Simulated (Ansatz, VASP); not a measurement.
**Two plane-wave programs on Rb**

```xyz
4
Lattice="8.5528 0.4475 -0.2983 -0.0897 9.4137 -1.1329 1.5164 2.4646 4.3726" Properties=species:S:1:pos:R:3 pbc="T T T"
Rb    2.8245    4.6655    0.6716
Rb    6.8569    6.7815   -0.4988
Rb    2.5718    9.3719    0.1116
Rb    8.1646    4.3345    3.7304
```

Alike in both runs: functional PBE; k mesh 2 × 2 × 4; occupations gaussian, width 0.1 eV; no spin polarisation.

Ansatz relaxed the structure, and its values are those at the end. VASP's run is a single point on that final structure, the one shown.

|  | VASP | Ansatz |
| --- | --- | --- |
| version | VASP 6.6.1 | Ansatz 0.2.0 |
| potentials or method | VASP PAW PBE potentials, release 64 (Rb_sv), cutoff 520 eV | scalar-relativistic, plane waves, PAW |
| valence electrons in the cell | 36 | 36 |

|  | VASP | Ansatz | Ansatz less VASP |
| --- | --- | --- | --- |
| gap on the k mesh at the Fermi level (eV) | none | none | - |
| pressure (GPa) | 0.0 | 0.0 | 0.00 |
| rms of the force components (eV/Å) | 0.010 | 0.010 | 0.0000 |

A gap of «none» marks a metal or a gap that the smearing closes.

The k mesh is coarse, so the values compare programs but aren't converged.
